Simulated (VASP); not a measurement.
A run of VASP 6.6.1 is set up as follows.

File INCAR:

```
PREC = Accurate
ENCUT = 500
EDIFF = 1E-6
ISMEAR = 0
SIGMA = 0.01
LREAL = False
LASPH = True
NELM = 120
ALGO = Normal
ISIF = 2
LWAVE = False
LCHARG = True
GGA = PE
LELF = True
LVHAR = True
NBANDS = 36
GGA_COMPAT = False
```

Contents of KPOINTS:

```
regular mesh
0
Gamma
  4 4 4
```

File POSCAR:

```
ZnSiP2
1.0
   -2.6867032364      2.6867032364      5.2300306318
    2.6867032364     -2.6867032364      5.2300306318
    2.6867032364      2.6867032364     -5.2300306318
Zn P Si
2 4 2
Direct
    0.7500000000      0.2500000000      0.5000000000
    0.0000000000      0.0000000000      0.0000000000
    0.1423012000      0.6250000000      0.0173012000
    0.6076988000      0.1250000000      0.9826988000
    0.8750000000      0.8576988000      0.4826988000
    0.3750000000      0.3923012000      0.5173012000
    0.2500000000      0.7500000000      0.5000000000
    0.5000000000      0.5000000000      0.0000000000
```

Potentials or basis: VASP PAW PBE potentials, release 64 (Zn, P, Si).

The run is started by

```sh
$ cat potpaw_PBE.64/Zn/POTCAR potpaw_PBE.64/P/POTCAR potpaw_PBE.64/Si/POTCAR > POTCAR
$ mpirun -np 1 vasp_std > vasp.out
```

(1) Estimate the pressure.

(2) What does it give for the largest force?

(3) What does it give for the band gap on the k mesh?

## Answers

(1) 2.2 GPa.

(2) 0.017 eV/Å.

(3) 1.32 eV.
